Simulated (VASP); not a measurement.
# PtS2 (P-3m1) in VASP: further runs

The runs below take PtS2 through relaxation of the atoms, with PBE.

All numbers are computed with VASP 6.6.1; they aren't measurements. Logs are shortened: lines on timing, memory, paths and dates and some standing lists are left out, and cuts for length are marked.

### Step 1. The cell of the first run

It takes space group P-3m1 (No. 164, trigonal). Conventional cell: a = 3.451 Å, b = 3.451 Å, c = 6.334 Å, α = 90.00°, β = 90.00°, γ = 120.00°. Pt (site symmetry -3m) has 6 S at 2.32 Å within 3.1 Å. Within 3.2 Å of S (site symmetry 3m) lie 3 Pt at 2.32 Å and 3 S at 3.11 Å.

### Step 2. Relaxation of the atoms, PBE

Input file INCAR:

```
SYSTEM = PtS2
PREC = Accurate ; ENCUT = 520
EDIFF = 1E-6 ; ISMEAR = 0
SIGMA = 0.05 ; LREAL = .False.
LASPH = .True. ; NELM = 100
ALGO = Normal ; ISIF = 2
LWAVE = .False. ; LCHARG = .False.
GGA = PE ; IBRION = 2
NSW = 50 ; EDIFFG = -0.01
```

Input file KPOINTS:

```
regular mesh
0
Gamma
  9 9 4
  0 0 0
```

Input file POSCAR:

```
PtS2
1.0
    3.4514000000      0.0000000000      0.0000000000
   -1.7257000000      2.9890000786      0.0000000000
    0.0000000000      0.0000000000      6.3342000000
Pt S
1 2
Direct
    0.0000000000      0.0000000000      0.0000000000
    0.3333333333      0.6666666667      0.1889525212
    0.6666666667      0.3333333333      0.8110474788
```

Potentials or basis: VASP PAW PBE potentials, release 64 (Pt, S).

Run with:

```bash
cat potpaw_PBE.64/Pt/POTCAR potpaw_PBE.64/S/POTCAR > POTCAR
mpirun -np 1 vasp_std > vasp.out
```

OUTCAR:

```text
SYSTEM = PtS2
   PREC = Accurate
   ENCUT = 520
   EDIFF = 1E-6
   ISMEAR = 0
   LREAL = .False.
   LASPH = .True.
   NELM = 100
   ISIF = 2
   GGA = PE
   IBRION = 2
   NSW = 50
   EDIFFG = -0.01

 ion  position               nearest neighbor table
   1  0.000  0.000  0.000-   2 2.32   3 2.32   2 2.32   3 2.32   3 2.32   2 2.32
   2  0.333  0.667  0.189-   1 2.32   1 2.32   1 2.32
   3  0.667  0.333  0.811-   1 2.32   1 2.32   1 2.32

  LATTYP: Found a hexagonal cell.
 ALAT       =     3.4514000000
 C/A-ratio  =     1.8352552587

  Lattice vectors:

 A1 = (   3.4514000000,   0.0000000000,   0.0000000000)
 A2 = (  -1.7257000000,   2.9890000786,   0.0000000000)
 A3 = (   0.0000000000,   0.0000000000,   6.3342000000)

Analysis of symmetry for initial positions (statically):
=====================================================================
 Subroutine PRICEL returns:
 Original cell was already a primitive cell.

 Routine SETGRP: Setting up the symmetry group for a
 hexagonal supercell.

 Subroutine GETGRP returns: Found 12 space group operations
 (whereof 12 operations were pure point group operations)
 out of a pool of 24 trial point group operations.

The static configuration has the point symmetry D_3d.

Analysis of symmetry for dynamics (positions and initial velocities):
=====================================================================
 Subroutine PRICEL returns:
 Original cell was already a primitive cell.

 Routine SETGRP: Setting up the symmetry group for a
 hexagonal supercell.

 Subroutine GETGRP returns: Found 12 space group operations
 (whereof 12 operations were pure point group operations)
 out of a pool of 24 trial point group operations.

The dynamic configuration has the point symmetry D_3d.

 Subroutine INISYM returns: Found 12 space group operations
 (whereof 12 operations are pure point group operations),
 and found     1 'primitive' translations

----------------------------------------------------------------------------------------

                                     Primitive cell

  volume of cell :      65.3451

  direct lattice vectors                    reciprocal lattice vectors
     3.451400000  0.000000000  0.000000000     0.289737498  0.167280022  0.000000000
    -1.725700000  2.989000079  0.000000000     0.000000000  0.334560045  0.000000000
     0.000000000  0.000000000  6.334200000     0.000000000  0.000000000  0.157873133

  length of vectors
     3.451400000  3.451400000  6.334200000     0.334560045  0.334560045  0.157873133

  position of ions in fractional coordinates (direct lattice)
     0.000000000  0.000000000  0.000000000
     0.333333333  0.666666667  0.188952521
     0.666666667  0.333333333  0.811047479

  ion indices of the primitive-cell ions
   primitive index   ion index
                 1           1
                 2           2
                 3           3

----------------------------------------------------------------------------------------

 KPOINTS: regular mesh

Automatic generation of k-mesh.
 Grid dimensions read from file:
 generate k-points for:    9    9    4

 Generating k-lattice:

  Cartesian coordinates                     Fractional coordinates (reciprocal lattice)
     0.032193055  0.018586669  0.000000000     0.111111111 -0.000000000  0.000000000
     0.000000000  0.037173338  0.000000000     0.000000000  0.111111111  0.000000000
     0.000000000  0.000000000  0.039468283     0.000000000  0.000000000  0.250000000

  Length of vectors
     0.037173338  0.037173338  0.039468283

  Shift w.r.t. Gamma in fractional coordinates (k-lattice)
     0.000000000  0.000000000  0.000000000

 Subroutine IBZKPT returns following result:
 ===========================================

 Found     43 irreducible k-points:

 Following reciprocal coordinates:
            Coordinates               Weight
  0.000000  0.000000  0.000000      1.000000
  0.111111 -0.000000  0.000000      6.000000
  0.222222  0.000000  0.000000      6.000000
  0.333333 -0.000000  0.000000      6.000000
  0.444444  0.000000  0.000000      6.000000
  0.111111  0.111111  0.000000      6.000000
[... 16 lines left out ...]
  0.222222  0.111111  0.250000     12.000000
 -0.111111  0.333333  0.250000     12.000000
 [... further k-points ...]
   k-points           NKPTS =     43   k-points in BZ     NKDIM =     43   number of bands    NBANDS=     15
   number of dos      NEDOS =    301   number of ions     NIONS =      3
   total plane-waves  NPLWV =  37632
   dimension x,y,z NGX =    28 NGY =   28 NGZ =   48
   dimension x,y,z NGXF=    56 NGYF=   56 NGZF=   96
   ions per type =               1   2
   NGX,Y,Z   is equivalent  to a cutoff of  13.49, 13.49, 12.60 a.u.
   NGXF,Y,Z  is equivalent  to a cutoff of  26.97, 26.97, 25.20 a.u.
 SYSTEM =  PtS2
   PREC   = accura    normal or accurate (medium, high low for compatibility)
   ISTART =      0    job   : 0-new  1-cont  2-samecut
   ICHARG =      2    charge: 1-file 2-atom 10-const
   ISPIN  =      1    spin polarized calculation?
   LNONCOLLINEAR =      F non collinear calculations
   LSORBIT =      F    spin-orbit coupling
   LASPH  =      T    aspherical Exc in radial PAW
   ENCUT  =  520.0 eV  38.22 Ry    6.18 a.u.   6.42  6.42 11.78*2*pi/ulx,y,z
   NELM   =    100;   NELMIN=  2; NELMDL= -5     # of ELM steps
   EDIFF  = 0.1E-05   stopping-criterion for ELM
   LREAL  =      F    real-space projection
   EDIFFG = -.1E-01   stopping-criterion for IOM
   NSW    =     50    number of steps for IOM
   IBRION =      2    ionic relax: 0-MD 1-quasi-New 2-CG
   NFREE  =      1    steps in history (QN), initial steepest desc. (CG)
   ISIF   =      2    stress and relaxation
   ISYM   =      2    0-nonsym 1-usesym 2-fastsym
   POTIM  = 0.5000    time-step for ionic-motion
   TEBEG  =    0.0;   TEEND  =   0.0 temperature during run
   PSTRESS=    0.0 pullay stress
   NELECT =      22.0000    total number of electrons
   NUPDOWN=      -1.0000    fix difference up-down
   EMIN   =  10.00;   EMAX   =-10.00  energy-range for DOS
   EFERMI =   0.00;   METHOD = LEGACY
   ISMEAR =     0;   SIGMA  =   0.05  broadening in eV -4-tet -1-fermi 0-gaus
   EFERMI_NEDOS =   21; number of points for ismear=-14 and -15
   IALGO  =     38    algorithm
   IMIX   =      4    mixing-type and parameters
     AMIX     =   0.40;   BMIX     =  1.00
     AMIX_MAG =   1.60;   BMIX_MAG =  1.00
  volume/ion in A,a.u.               =      21.78       146.99
  Fermi-wavevector in a.u.,A,eV,Ry     =   1.138880  2.152172 17.647412  1.297048
  Thomas-Fermi vector in A             =   2.275584
   LORBIT       =      0    0 simple, 1 ext, 2 COOP (PROOUT), +10 PAW based schemes
   GGA     = PE    functional components
   LHFCALC =     F    Hartree Fock is set to
   AEXX    =    0.0000 exact exchange contribution
   IVDW    =     0    specifies the selected vdW correction
   LEPSILON=     F    determine dielectric tensor
   LRPA    =     F    only Hartree local field effects (RPA)
 conjugate gradient relaxation of ions
 non-spin polarized calculation
 Gauss-broadening in eV      SIGMA  =   0.05
  energy-cutoff  :      520.00
  volume of cell :       65.35
 maximum number of plane-waves:      1788
 NGX is ok and might be reduce to    28
   NGX = 13   NGY = 13   NGZ = 23

--------------------------------------- Ionic step        1  -------------------------------------------

 number of electron      22.0000004 magnetization

 Free energy of the ion-electron system (eV)
  ---------------------------------------------------
  ext. energy  EPLUGINS =         0.00000000
  ---------------------------------------------------
  free energy    TOTEN  =       -15.23178199 eV

  energy without entropy =      -15.23178199  energy(sigma->0) =      -15.23178199

------------------------ aborting loop because EDIFF is reached ----------------------------------------

  FORCE on cell =-STRESS in cart. coord.  units (eV):
  Direction    XX          YY          ZZ          XY          YZ          ZX
  --------------------------------------------------------------------------------------
  -------------------------------------------------------------------------------------
  Total        5.7964977      5.7964977      3.5030866      0.0000000      0.0000000      0.0000000
  in kB      142.1226359    142.1226359     85.8911579      0.0000000      0.0000000      0.0000000
  external PRESSURE =     123.3788099 kB  Pullay stress =       0.0000000 kB
[... 59 lines left out ...]
  energy  without entropy=      -15.3597990068  energy(sigma->0) =      -15.35979901

--------------------------------------- Ionic step        3  -------------------------------------------

 number of electron      22.0000000 magnetization

 Free energy of the ion-electron system (eV)
  ---------------------------------------------------
  ext. energy  EPLUGINS =         0.00000000
  ---------------------------------------------------
  free energy    TOTEN  =       -15.37119632 eV

  energy without entropy =      -15.37119632  energy(sigma->0) =      -15.37119632

 E-fermi :   4.3167     XC(G=0):  -9.4356

 val. band max:        4.1065497422   @ k =   0.1111   0.1111   0.5000
 cond. band min:       5.6266259490   @ k =   0.2222   0.2222   0.0000
 fundamental gap:      1.5200762068
 Fermi energy:         4.3166827130

 k-point     1 :       0.0000    0.0000    0.0000
  band No.  band energies     occupation
      1     -10.2788      2.00000
      2      -8.1062      2.00000
      3      -1.8201      2.00000
      4      -1.5764      2.00000
      5      -1.5764      2.00000
      6       0.9820      2.00000
      7       0.9820      2.00000
      8       2.6928      2.00000
      9       3.5386      2.00000
     10       3.8492      2.00000
     11       3.8492      2.00000
     12       7.1952      0.00000
     13       7.1952      0.00000
     14       9.7187      0.00000
     15      10.1725      0.00000
[... 397 lines left out ...]
 k-point    24 :      -0.1111    0.3333    0.2500
  band No.  band energies     occupation
      1      -9.2362      2.00000
      2      -8.2338      2.00000
      3      -1.5886      2.00000
      4      -1.3204      2.00000
      5      -0.7398      2.00000
      6      -0.3348      2.00000
      7       0.4047      2.00000
      8       1.8000      2.00000
      9       2.9888      2.00000
     10       3.4734      2.00000
     11       3.9738      2.00000
     12       5.7948      0.00000
     13       6.4883      0.00000
     14      10.7606      0.00000
     15      12.1541      0.00000

 [... further k-points ...]

------------------------ aborting loop because EDIFF is reached ----------------------------------------

  FORCE on cell =-STRESS in cart. coord.  units (eV):
  Direction    XX          YY          ZZ          XY          YZ          ZX
  --------------------------------------------------------------------------------------
  -------------------------------------------------------------------------------------
  Total        2.6718632      2.6718632      0.0751430      0.0000000      0.0000000      0.0000000
  in kB       65.5106355     65.5106355      1.8424089      0.0000000      0.0000000      0.0000000
  external PRESSURE =      44.2878933 kB  Pullay stress =       0.0000000 kB
[... 18 lines left out ...]
  FREE ENERGIE OF THE ION-ELECTRON SYSTEM (eV)
  ---------------------------------------------------
  free  energy   TOTEN  =       -15.3711963210 eV

  energy  without entropy=      -15.3711963210  energy(sigma->0) =      -15.37119632

 reached required accuracy - stopping structural energy minimisation
```

Run time: 73 s. Hardware: 1 thread of Intel Xeon Platinum 8259CL at 2.50GHz (Skylake/Cascade Lake), shared host; peak memory 0.21 GiB.

What came out:

| Property | Result |
| --- | --- |
| Free energy | -15.3712 eV |
| Energy gained by relaxing | 46.5 meV/atom |
| Ionic steps | 3 |
| Pressure after relaxing | 4.4 GPa |
| Band gap on the k mesh | 1.52 eV (least direct gap 1.62 eV) |

Step by step:
```tsv
step	energy change (eV)	largest force (eV/Å)	pressure (GPa)
1	0.0000	1.4506	12.34
2	-0.1280	0.3994	6.60
3	-0.1394	0.0018	4.43
```

Final structure:
```cif
data_structure
_symmetry_space_group_name_H-M 'P 1'
_symmetry_Int_Tables_number 1
_cell_length_a 3.4514
_cell_length_b 3.4514
_cell_length_c 6.3342
_cell_angle_alpha 90.000
_cell_angle_beta 90.000
_cell_angle_gamma 120.000
_cell_volume 65.35
loop_
_atom_site_label
_atom_site_type_symbol
_atom_site_fract_x
_atom_site_fract_y
_atom_site_fract_z
_atom_site_occupancy
Pt1 Pt 0.00000 0.00000 0.00000 1
S1 S 0.33333 0.66667 0.20458 1
S2 S 0.66667 0.33333 0.79542 1
```

Levels at points of the mesh, in eV from the valence-band top:
| k point | band 9 | band 10 | band 11 | band 12 | band 13 | band 14 |
| --- | --- | --- | --- | --- | --- | --- |
| (0.00, 0.00, 0.00) | -0.57 | -0.26 | -0.26 | 3.09 | 3.09 | 5.61 |
| (0.00, 0.00, 0.50) | -0.99 | -0.28 | -0.28 | 3.15 | 3.15 | 6.02 |

Caveat: spin-orbit coupling is left out, which moves the levels of the heavy elements; an odd mesh through Γ misses points on the zone boundary, where band edges can lie; this functional lacks dispersion, which binds the layers, so the pressure and a relaxed spacing across them are unreliable.

### Step 3. Relaxation of the atoms, PBE

This run uses another cell than the first one, of 22.34 Å³/atom.

Input file INCAR:

```
PREC = Accurate
ENCUT = 520
EDIFF = 1E-6
ISMEAR = 0
SIGMA = 0.05
LREAL = False
LASPH = True
NELM = 60
ALGO = Normal
ISIF = 2
LWAVE = False
LCHARG = False
GGA = PE
IBRION = 2
NSW = 50
EDIFFG = -0.01
```

Input file KPOINTS:

```
regular mesh
0
Gamma
  9 9 4
```

Changes to POSCAR since step 2:

```diff
@@ -4,3 +4,3 @@
    -1.7257000000      2.9890000786      0.0000000000
-    0.0000000000      0.0000000000      6.3342000000
+    0.0000000000      0.0000000000      6.4966356506
 Pt S
```

Potentials or basis: VASP PAW PBE potentials, release 64 (Pt, S).

Run with:

```bash
cat potpaw_PBE.64/Pt/POTCAR potpaw_PBE.64/S/POTCAR > POTCAR
mpirun -np 1 vasp_std > vasp.out
```

It took 70 s on 1 thread of Intel Xeon Platinum 8259CL at 2.50GHz (Skylake/Cascade Lake), shared host; peak memory 0.21 GiB.

Results (log left out):

```
Free energy                  : -15.3732 eV
Energy gained by relaxing    : 22.0 meV/atom
Ionic steps                  : 3
Pressure after relaxing      : 4.2 GPa
Largest force after relaxing : 0.004 eV/Å
Band gap on the k mesh       : 1.57 eV (least direct gap 1.67 eV)
```

Forces in eV/Å, atoms in the order of the input:
```
Pt   0.000  0.000  0.000
S    0.000  0.000 -0.004
S    0.000  0.000  0.004
```

Stress tensor (GPa, compression positive):
```
6.30 0.00 0.00
0.00 6.30 0.00
0.00 0.00 0.05
```

The path:
| step | energy change (eV) | largest force (eV/Å) | pressure (GPa) |
| --- | --- | --- | --- |
| 1 | 0.0000 | 0.9806 | 9.46 |
| 2 | -0.0597 | 0.2925 | 5.79 |
| 3 | -0.0659 | 0.0045 | 4.22 |

Final structure:
```cif
data_structure
_symmetry_space_group_name_H-M 'P 1'
_symmetry_Int_Tables_number 1
_cell_length_a 3.4514
_cell_length_b 3.4514
_cell_length_c 6.4966
_cell_angle_alpha 90.000
_cell_angle_beta 90.000
_cell_angle_gamma 120.000
_cell_volume 67.02
loop_
_atom_site_label
_atom_site_type_symbol
_atom_site_fract_x
_atom_site_fract_y
_atom_site_fract_z
_atom_site_occupancy
Pt1 Pt 0.00000 0.00000 0.00000 1
S1 S 0.33333 0.66667 0.19956 1
S2 S 0.66667 0.33333 0.80044 1
```

Levels at points of the mesh, in eV from the valence-band top:
```
           k point  band 9  band 10  band 11  band 12  band 13  band 14
(0.00, 0.00, 0.00)   -0.62    -0.22    -0.22     3.13     3.13     5.56
(0.00, 0.00, 0.50)   -0.99    -0.24    -0.24     3.17     3.17     6.03
```

Caveat: spin-orbit coupling is left out, which moves the levels of the heavy elements; an odd mesh through Γ misses points on the zone boundary, where band edges can lie; this functional lacks dispersion, which binds the layers, so the pressure and a relaxed spacing across them are unreliable.
